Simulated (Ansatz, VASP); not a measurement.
# One calculation of Be6S, two programs

The input INCAR:

```
SYSTEM = Be6S
PREC = Accurate
ENCUT = 600
EDIFF = 1E-6
ISMEAR = 0
SIGMA = 0.2
LREAL = .FALSE.
LASPH = .TRUE.
NELM = 60
ALGO = Normal
ISIF = 3
LWAVE = .FALSE.
LCHARG = .FALSE.
GGA = PE
IBRION = 2
NSW = 36
EDIFFG = -0.08
```

File KPOINTS:

```
regular mesh
0
G
  5 5 3
  0 0 0
```

Contents of POSCAR:

```
Be6S
1.0
    3.4500000000      0.0000000000      0.0000000000
    0.0000000000      3.4500000000      0.0000000000
    0.0000000000      0.0000000000      5.4000000000
Be S
6 1
Direct
    0.0000000000      0.5000000000      0.7500000000
    0.5000000000      0.0000000000      0.7500000000
    0.0000000000      0.5000000000      0.2500000000
    0.5000000000      0.0000000000      0.2500000000
    0.0000000000      0.0000000000      0.5000000000
    0.5000000000      0.5000000000      0.5000000000
    0.0000000000      0.0000000000      0.0000000000
```

Input for Ansatz:

```yaml
crystal:
  lattice:
    - [3.45, 0.0, 0.0]
    - [0.0, 3.45, 0.0]
    - [0.0, 0.0, 5.4]
  atoms:
    - { symbol: Be, position: [0.0, 0.5, 0.75] }
    - { symbol: Be, position: [0.5, 0.0, 0.75] }
    - { symbol: Be, position: [0.0, 0.5, 0.25] }
    - { symbol: Be, position: [0.5, 0.0, 0.25] }
    - { symbol: Be, position: [0.0, 0.0, 0.5] }
    - { symbol: Be, position: [0.5, 0.5, 0.5] }
    - { symbol: S, position: [0.0, 0.0, 0.0] }
basis:
  ecutwfc: 420
kpoints:
  mp_grid: { grid: [5, 5, 3] }
hamiltonian:
  xc: pbe
scf:
  occupations: { method: gaussian, width: 0.2 }
  lower_state_search: "off"
output:
  forces: true
  stress: true
  eigenvalues: true
relax:
  adjacent_minimum: "off"
  f_tol: 0.08
  max_steps: 16
  cell: { stress_tol: 0.8 }
```

Alike in both runs: task relaxation of cell and atoms; functional PBE; k mesh 5 × 5 × 3; occupations gaussian, width 0.2 eV; no spin polarisation.

|  | VASP | Ansatz |
| --- | --- | --- |
| version | VASP 6.6.1 | Ansatz 0.2.0 |
| potentials or method | VASP PAW PBE potentials, release 64 (Be, S), cutoff 600 eV | scalar-relativistic, plane waves, PAW |
| valence electrons in the cell | 18 | 18 |

Ansatz gave:

| Property | Result |
| --- | --- |
| gap on the k mesh at the Fermi level, each at its own relaxed structure (eV) | none |
| relaxed volume (Å³/atom) | 9.71 |
| relaxed cell length with the largest relative difference (Å) | 3.234 |

Problem. Estimate VASP's values.

Solution. gap on the k mesh at the Fermi level, each at its own relaxed structure (eV): none; relaxed volume (Å³/atom): 9.77; relaxed cell length with the largest relative difference (Å): 3.242.

A gap of «none» marks a metal or a gap that the smearing closes.

The k mesh is coarse, so the values compare programs but aren't converged.
